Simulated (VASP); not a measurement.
# Be3TeSe2 (P6mm) in VASP: single point with PBE

Aim: the single point of Be3TeSe2 with PBE.

All numbers are computed with VASP 6.6.1; they aren't measurements. Logs are shortened: lines on timing, memory, paths and dates and some standing lists are left out, and cuts for length are marked.

**1. The cell of the first run**

It takes space group P6mm (No. 183, hexagonal). The conventional cell has a = 4.892 Å, b = 4.892 Å, c = 5.323 Å, α = 90.00°, β = 90.00°, γ = 120.00°. Within 3.5 Å of Be (site symmetry 6mm) lie 2 Te at 2.63 to 2.69 Å and 6 Be at 2.83 Å. Be (site symmetry 3m) has 1 Se at 2.21 Å and 6 Be at 2.82 to 2.83 Å within 2.9 Å. Within 3.5 Å of Te (site symmetry 6mm) lie 2 Be at 2.63 to 2.69 Å and 6 Se at 2.84 Å. Within 2.9 Å of Se (site symmetry 3m) lie 1 Be at 2.21 Å and 3 Se at 2.82 Å and 3 Te at 2.84 Å.

**2. Single point, PBE**

INCAR

```
PREC = Accurate
ENCUT = 600
EDIFF = 1E-6
ISMEAR = 0
SIGMA = 0.15
LREAL = False
LASPH = True
NELM = 120
ALGO = Normal
ISIF = 2
LWAVE = False
LCHARG = False
GGA = PE
NBANDS = 21
GGA_COMPAT = False
```

KPOINTS

```
regular mesh
0
Gamma
  3 3 2
```

POSCAR

```
Be3TeSe2
1.0
    4.8922822129      0.0000000000      0.0000000000
   -2.4461411065      4.2368406789      0.0000000000
    0.0000000000      0.0000000000      5.3234251551
Be Te Se
3 1 2
Direct
    0.0000000000      0.0000000000      0.1854973004
    0.3333333333      0.6666666667      0.2264916737
    0.6666666667      0.3333333333      0.2264916737
    0.0000000000      0.0000000000      0.6916103181
    0.3333333333      0.6666666667      0.6423051020
    0.6666666667      0.3333333333      0.6423051020
```

Potentials or basis: VASP PAW PBE potentials, release 64 (Be, Te, Se).

Command:

```sh
> cat potpaw_PBE.64/Be/POTCAR potpaw_PBE.64/Te/POTCAR potpaw_PBE.64/Se/POTCAR > POTCAR
> mpirun -np 1 vasp_std > vasp.out
```

OUTCAR:

```text
PREC = Accurate
   ENCUT = 600
   EDIFF = 1E-6
   ISMEAR = 0
   LREAL = False
   LASPH = True
   NELM = 120
   ISIF = 2
   GGA = PE

 ion  position               nearest neighbor table
   1  0.000  0.000  0.185-   4 2.63   4 2.69
   2  0.333  0.667  0.226-   5 2.21
   3  0.667  0.333  0.226-   6 2.21
   4  0.000  0.000  0.692-   1 2.63   1 2.69   6 2.84   5 2.84   6 2.84   5 2.84   6 2.84   5 2.84

   5  0.333  0.667  0.642-   2 2.21   4 2.84   4 2.84   4 2.84
   6  0.667  0.333  0.642-   3 2.21   4 2.84   4 2.84   4 2.84

  LATTYP: Found a hexagonal cell.
 ALAT       =     4.8922822129
 C/A-ratio  =     1.0881271610

  Lattice vectors:

 A1 = (   4.8922822129,   0.0000000000,   0.0000000000)
 A2 = (  -2.4461411065,   4.2368406789,   0.0000000000)
 A3 = (   0.0000000000,   0.0000000000,   5.3234251551)

Analysis of symmetry for initial positions (statically):
=====================================================================
 Subroutine PRICEL returns:
 Original cell was already a primitive cell.

 Routine SETGRP: Setting up the symmetry group for a
 hexagonal supercell.

 Subroutine GETGRP returns: Found 12 space group operations
 (whereof 12 operations were pure point group operations)
 out of a pool of 24 trial point group operations.

The static configuration has the point symmetry C_6v.

Analysis of symmetry for dynamics (positions and initial velocities):
=====================================================================
 Subroutine PRICEL returns:
 Original cell was already a primitive cell.

 Routine SETGRP: Setting up the symmetry group for a
 hexagonal supercell.

 Subroutine GETGRP returns: Found 12 space group operations
 (whereof 12 operations were pure point group operations)
 out of a pool of 24 trial point group operations.

The dynamic configuration has the point symmetry C_6v.

 Subroutine INISYM returns: Found 12 space group operations
 (whereof 12 operations are pure point group operations),
 and found     1 'primitive' translations

----------------------------------------------------------------------------------------

                                     Primitive cell

  volume of cell :     110.3430

  direct lattice vectors                    reciprocal lattice vectors
     4.892282213  0.000000000  0.000000000     0.204403580  0.118012462  0.000000000
    -2.446141106  4.236840679  0.000000000     0.000000000  0.236024924  0.000000000
     0.000000000  0.000000000  5.323425155     0.000000000  0.000000000  0.187848983

  length of vectors
     4.892282213  4.892282213  5.323425155     0.236024924  0.236024924  0.187848983

  position of ions in fractional coordinates (direct lattice)
     0.000000000  0.000000000  0.185497300
     0.333333333  0.666666667  0.226491674
     0.666666667  0.333333333  0.226491674
     0.000000000  0.000000000  0.691610318
     0.333333333  0.666666667  0.642305102
     0.666666667  0.333333333  0.642305102

  ion indices of the primitive-cell ions
   primitive index   ion index
                 1           1
                 2           2
                 3           3
                 4           4
                 5           5
                 6           6

----------------------------------------------------------------------------------------

 KPOINTS: regular mesh

Automatic generation of k-mesh.
 Grid dimensions read from file:
 generate k-points for:    3    3    2

 Generating k-lattice:

  Cartesian coordinates                     Fractional coordinates (reciprocal lattice)
     0.068134527  0.039337487  0.000000000     0.333333333 -0.000000000  0.000000000
     0.000000000  0.078674975  0.000000000     0.000000000  0.333333333  0.000000000
     0.000000000  0.000000000  0.093924491     0.000000000  0.000000000  0.500000000

  Length of vectors
     0.078674975  0.078674975  0.093924491

  Shift w.r.t. Gamma in fractional coordinates (k-lattice)
     0.000000000  0.000000000  0.000000000

 Subroutine IBZKPT returns following result:
 ===========================================

 Found      6 irreducible k-points:

 Following reciprocal coordinates:
            Coordinates               Weight
  0.000000  0.000000  0.000000      1.000000
  0.333333  0.000000  0.000000      6.000000
  0.333333  0.333333  0.000000      2.000000
  0.000000  0.000000  0.500000      1.000000
  0.333333  0.000000  0.500000      6.000000
  0.333333  0.333333  0.500000      2.000000
   k-points           NKPTS =      6   k-points in BZ     NKDIM =      6   number of bands    NBANDS=     21
   number of dos      NEDOS =    301   number of ions     NIONS =      6
   total plane-waves  NPLWV =  76800
   dimension x,y,z NGX =    40 NGY =   40 NGZ =   48
   dimension x,y,z NGXF=    80 NGYF=   80 NGZF=   96
   ions per type =               3   1   2
   NGX,Y,Z   is equivalent  to a cutoff of  13.59, 13.59, 14.99 a.u.
   NGXF,Y,Z  is equivalent  to a cutoff of  27.19, 27.19, 29.98 a.u.
 SYSTEM =  unknown system
   PREC   = accura    normal or accurate (medium, high low for compatibility)
   ISTART =      0    job   : 0-new  1-cont  2-samecut
   ICHARG =      2    charge: 1-file 2-atom 10-const
   ISPIN  =      1    spin polarized calculation?
   LNONCOLLINEAR =      F non collinear calculations
   LSORBIT =      F    spin-orbit coupling
   LASPH  =      T    aspherical Exc in radial PAW
   ENCUT  =  600.0 eV  44.10 Ry    6.64 a.u.   9.77  9.77 10.63*2*pi/ulx,y,z
   NELM   =    120;   NELMIN=  2; NELMDL= -5     # of ELM steps
   EDIFF  = 0.1E-05   stopping-criterion for ELM
   LREAL  =      F    real-space projection
   EDIFFG = 0.1E-04   stopping-criterion for IOM
   NSW    =      0    number of steps for IOM
   IBRION =     -1    ionic relax: 0-MD 1-quasi-New 2-CG
   NFREE  =      0    steps in history (QN), initial steepest desc. (CG)
   ISIF   =      2    stress and relaxation
   ISYM   =      2    0-nonsym 1-usesym 2-fastsym
   POTIM  = 0.5000    time-step for ionic-motion
   TEBEG  =    0.0;   TEEND  =   0.0 temperature during run
   PSTRESS=    0.0 pullay stress
   NELECT =      24.0000    total number of electrons
   NUPDOWN=      -1.0000    fix difference up-down
   EMIN   =  10.00;   EMAX   =-10.00  energy-range for DOS
   EFERMI =   0.00;   METHOD = LEGACY
   ISMEAR =     0;   SIGMA  =   0.15  broadening in eV -4-tet -1-fermi 0-gaus
   EFERMI_NEDOS =   21; number of points for ismear=-14 and -15
   IALGO  =     38    algorithm
   IMIX   =      4    mixing-type and parameters
     AMIX     =   0.40;   BMIX     =  1.00
     AMIX_MAG =   1.60;   BMIX_MAG =  1.00
  volume/ion in A,a.u.               =      18.39       124.11
  Fermi-wavevector in a.u.,A,eV,Ry     =   0.984533  1.860498 13.188201  0.969305
  Thomas-Fermi vector in A             =   2.115773
   LORBIT       =      0    0 simple, 1 ext, 2 COOP (PROOUT), +10 PAW based schemes
   GGA     = PE    functional components
   LHFCALC =     F    Hartree Fock is set to
   AEXX    =    0.0000 exact exchange contribution
   IVDW    =     0    specifies the selected vdW correction
   LEPSILON=     F    determine dielectric tensor
   LRPA    =     F    only Hartree local field effects (RPA)
 non-spin polarized calculation
 Gauss-broadening in eV      SIGMA  =   0.15
  energy-cutoff  :      600.00
  volume of cell :      110.34
 maximum number of plane-waves:      3713
 NGX is ok and might be reduce to    40
   NGX = 19   NGY = 19   NGZ = 21

 number of electron      24.0000000 magnetization

 Free energy of the ion-electron system (eV)
  ---------------------------------------------------
  ext. energy  EPLUGINS =         0.00000000
  ---------------------------------------------------
  free energy    TOTEN  =       -16.76403071 eV

  energy without entropy =      -16.73130088  energy(sigma->0) =      -16.74766579

 E-fermi :   5.4022     XC(G=0):  -9.6990

 val. band max:        5.3238937295   @ k =   0.3333   0.0000   0.0000
 cond. band min:       5.9058767114   @ k =   0.3333   0.0000   0.5000
 fundamental gap:      0.5819829818
 Fermi energy:         5.4022485938

 k-point     1 :       0.0000    0.0000    0.0000
  band No.  band energies     occupation
      1     -10.8766      2.00000
      2      -6.5189      2.00000
      3      -4.9136      2.00000
      4      -0.9395      2.00000
      5      -0.0403      2.00000
      6      -0.0403      2.00000
[... 13 lines left out ...]
     20      11.3580      0.00000
     21      11.3580      0.00000

 k-point     2 :       0.3333    0.0000    0.0000
  band No.  band energies     occupation
      1     -10.0592      2.00000
      2      -7.8046      2.00000
      3      -6.1298      2.00000
      4      -1.8480      2.00000
      5      -0.3803      2.00000
      6       0.9066      2.00000
[... 13 lines left out ...]
     20      11.6853      0.00000
     21      12.2644      0.00000

 k-point     3 :       0.3333    0.3333    0.0000
  band No.  band energies     occupation
      1      -8.7704      2.00000
      2      -8.7704      2.00000
      3      -7.5117      2.00000
      4       0.5712      2.00000
      5       0.5712      2.00000
      6       0.7424      2.00000
[... 13 lines left out ...]
     20      11.7647      0.00000
     21      12.1422      0.00000

 k-point     4 :       0.0000    0.0000    0.5000
  band No.  band energies     occupation
      1     -10.8487      2.00000
      2      -6.5192      2.00000
      3      -4.9396      2.00000
      4      -2.0388      2.00000
      5       0.0414      2.00000
      6       0.0414      2.00000
[... 13 lines left out ...]
     20      10.7549      0.00000
     21      12.3783      0.00000

 k-point     5 :       0.3333    0.0000    0.5000
  band No.  band energies     occupation
      1     -10.0333      2.00000
      2      -7.7887      2.00000
      3      -6.1135      2.00000
      4      -1.7528      2.00000
      5      -1.4399      2.00000
      6       0.8253      2.00000
[... 13 lines left out ...]
     20      10.7720      0.00000
     21      11.1761      0.00000

 k-point     6 :       0.3333    0.3333    0.5000
  band No.  band energies     occupation
      1      -8.7528      2.00000
      2      -8.7528      2.00000
      3      -7.4697      2.00000
      4      -0.1857      2.00000
      5       0.0779      2.00000
      6       0.0779      2.00000
[... 13 lines left out ...]
     20      10.3035      0.00000
     21      10.3035      0.00000

------------------------ aborting loop because EDIFF is reached ----------------------------------------

  FORCE on cell =-STRESS in cart. coord.  units (eV):
  Direction    XX          YY          ZZ          XY          YZ          ZX
  --------------------------------------------------------------------------------------
  -------------------------------------------------------------------------------------
  Total       -0.0459230     -0.0459230      0.0721277      0.0000000      0.0000000      0.0000000
  in kB       -0.6668006     -0.6668006      1.0472916      0.0000000      0.0000000      0.0000000
  external PRESSURE =      -0.0954365 kB  Pullay stress =       0.0000000 kB

 VOLUME and BASIS-vectors are now :
 -----------------------------------------------------------------------------
  energy-cutoff  :      600.00
  volume of cell :      110.34
      direct lattice vectors                 reciprocal lattice vectors
     4.892282213  0.000000000  0.000000000     0.204403580  0.118012462  0.000000000
    -2.446141106  4.236840679  0.000000000     0.000000000  0.236024924  0.000000000
     0.000000000  0.000000000  5.323425155     0.000000000  0.000000000  0.187848983

 POSITION                                       TOTAL-FORCE (eV/Angst)
 -----------------------------------------------------------------------------------
      0.00000      0.00000      0.98748         0.000000      0.000000      0.006795
     -0.00000      2.82456      1.20571         0.000000      0.000000     -0.028579
      2.44614      1.41228      1.20571         0.000000      0.000000     -0.028579
      0.00000      0.00000      3.68174         0.000000     -0.000000     -0.038842
     -0.00000      2.82456      3.41926        -0.000000     -0.000000      0.044603
      2.44614      1.41228      3.41926        -0.000000      0.000000      0.044603
 -----------------------------------------------------------------------------------
    total drift:                               -0.000000     -0.000000      0.000236

  FREE ENERGIE OF THE ION-ELECTRON SYSTEM (eV)
  ---------------------------------------------------
  free  energy   TOTEN  =       -16.7640307098 eV

  energy  without entropy=      -16.7313008779  energy(sigma->0) =      -16.74766579
```

Wall time 20 s (1 thread of Intel Xeon Platinum 8488C (Sapphire Rapids), shared host); peak memory 0.25 GiB.

Results:

| Quantity | Value |
| --- | --- |
| Free energy | -16.7640 eV |
| Pressure | 0.0 GPa |
| Largest force | 0.045 eV/Å |
| Band gap on the k mesh | zero (band 12 reaches 7.02 eV, above the bottom of band 13 at 5.32 eV) |

Forces on the atoms (eV/Å):
```
Be   0.000  0.000  0.007
Be   0.000  0.000 -0.029
Be   0.000  0.000 -0.029
Te   0.000  0.000 -0.039
Se   0.000  0.000  0.045
Se   0.000  0.000  0.045
```

Stress tensor (GPa, compression positive):
```
-0.07  0.00  0.00
 0.00 -0.07  0.00
 0.00  0.00  0.10
```

Levels at points of the mesh, in eV from the Fermi level:
```
           k point  band 9  band 10  band 11  band 12  band 13  band 14
(0.00, 0.00, 0.00)   -4.47    -2.40    -1.95     1.61     1.61     1.68
(0.00, 0.00, 0.50)   -2.60    -2.53    -0.61     0.53     0.53     0.80
```

Caveat: the k points lie up to 0.59 Å⁻¹ apart; spin-orbit coupling is left out, which moves the levels of the heavy elements.
